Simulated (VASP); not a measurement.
Set up this calculation in VASP 6.6.1, as the native input.

```
Task                   : single point
Functional             : r2SCAN
Potentials or basis    : VASP PAW PBE potentials, release 64 (Zn, S)
Cutoff                 : 520 eV
k mesh                 : 6 × 6 × 4
Occupations            : gaussian, width 0.05 eV
Spin                   : no spin polarisation
Dipole correction      : no
Further INCAR settings : ALGO = Normal; EDIFF = 1e-06; NBANDS = 26
```

The system is ZnS.

```
Zn S
1.0
     3.80672    0.00000    0.00000
    -1.90336    3.29672    0.00000
     0.00000    0.00000    6.24574
Zn S
2 2
Direct
  0.33333 0.66667 0.00539
  0.66667 0.33333 0.50539
  0.33333 0.66667 0.37961
  0.66667 0.33333 0.87961
```

These files were run (other wordings do the same):

POSCAR

```
ZnS
1.0
    3.8067217440      0.0000000000      0.0000000000
   -1.9033608720      3.2967177354      0.0000000000
    0.0000000000      0.0000000000      6.2457351616
Zn S
2 2
Direct
    0.3333333333      0.6666666667      0.0053880716
    0.6666666667      0.3333333333      0.5053880716
    0.3333333333      0.6666666667      0.3796119284
    0.6666666667      0.3333333333      0.8796119284
```

INCAR.step1

```
PREC = Accurate
ENCUT = 520
ISMEAR = 0
SIGMA = 0.05
LREAL = F
LASPH = T
NELM = 100
NBANDS = 26
GGA = PE
ALGO = Normal
EDIFF = 1E-4
LWAVE = T
LCHARG = F
```

INCAR.step2

```
PREC = Accurate
ENCUT = 520
EDIFF = 1E-6
ISMEAR = 0
SIGMA = 0.05
LREAL = F
LASPH = T
NELM = 100
ALGO = Normal
ISIF = 2
LWAVE = F
LCHARG = T
METAGGA = R2SCAN
LMIXTAU = T
LELF = T
LVHAR = T
NBANDS = 26
ISTART = 1
```

KPOINTS

```
regular mesh
0
Gamma
  6 6 4
```

Potentials or basis: VASP PAW PBE potentials, release 64 (Zn, S).

The run is started by

```bash
$ cat potpaw_PBE.64/Zn/POTCAR potpaw_PBE.64/S/POTCAR > POTCAR
$ cp INCAR.step1 INCAR
$ mpirun -np 1 vasp_std > vasp.out
$ cp INCAR.step2 INCAR
$ mpirun -np 1 vasp_std > vasp.out
```

Results of the run:

```yaml
Pressure: 0.0 GPa
Band_gap_on_the_k_mesh: 2.79 eV, direct
```

Caveat: the PAW data sets were made with another functional, which shifts forces and pressure a little.

Run time: 89 s on 1 thread of Intel(R) Xeon(R) Platinum 8488C (Sapphire Rapids) (shared host), peak memory 0.2 GiB.
